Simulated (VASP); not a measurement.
BeGe2O3, 6 atoms in the cell. The structure is trigonal, space group P-3m1 (No. 164). Conventional cell: a = 3.084 Å, b = 3.084 Å, c = 7.549 Å, α = 90.00°, β = 90.00°, γ = 120.00°. Within 2.9 Å of Be (site symmetry -3m) lie 6 O at 2.18 Å. Within 2.8 Å of Ge (site symmetry 3m) lie 6 O at 2.13 to 2.23 Å. Within 2.9 Å of O (site symmetry 3m) lie 3 Be at 2.18 Å and 3 Ge at 2.23 Å. Within 2.8 Å of O (site symmetry -3m) lie 6 Ge at 2.13 Å. 

```yaml
Program: VASP 6.6.1
Task: relaxation of cell and atoms
Functional: PBEsol
Potentials_or_basis: VASP PAW PBE potentials, release 64 (Be, Ge_d, O)
Cutoff: 600 eV
k_mesh: 9 × 9 × 4
Occupations: fermi-dirac, width 0.03 eV
Spin: no spin polarisation
Dipole_correction: no
Further_INCAR_settings: ALGO = Normal; EDIFF = 1e-06; IBRION = 2; EDIFFG = -0.01; NSW = 100; ISIF = 3
```

Potentials or basis: VASP PAW PBE potentials, release 64 (Be, Ge_d, O).

The run is started by

```bash
$ cat potpaw_PBE.64/Be/POTCAR potpaw_PBE.64/Ge_d/POTCAR potpaw_PBE.64/O/POTCAR > POTCAR
$ mpirun -np 1 vasp_std > vasp.out
```

Hardware: 1 thread of Intel(R) Xeon(R) Platinum 8124M CPU @ 3.00GHz (Skylake/Cascade Lake), with other jobs on the host.

How long does it take, and how much memory?

Run time: 22 min on 1 thread of Intel(R) Xeon(R) Platinum 8124M CPU @ 3.00GHz (Skylake/Cascade Lake), on a shared host, peak memory 0.27 GiB. Counts: scf iterations 142, k points 43, ion steps 17.
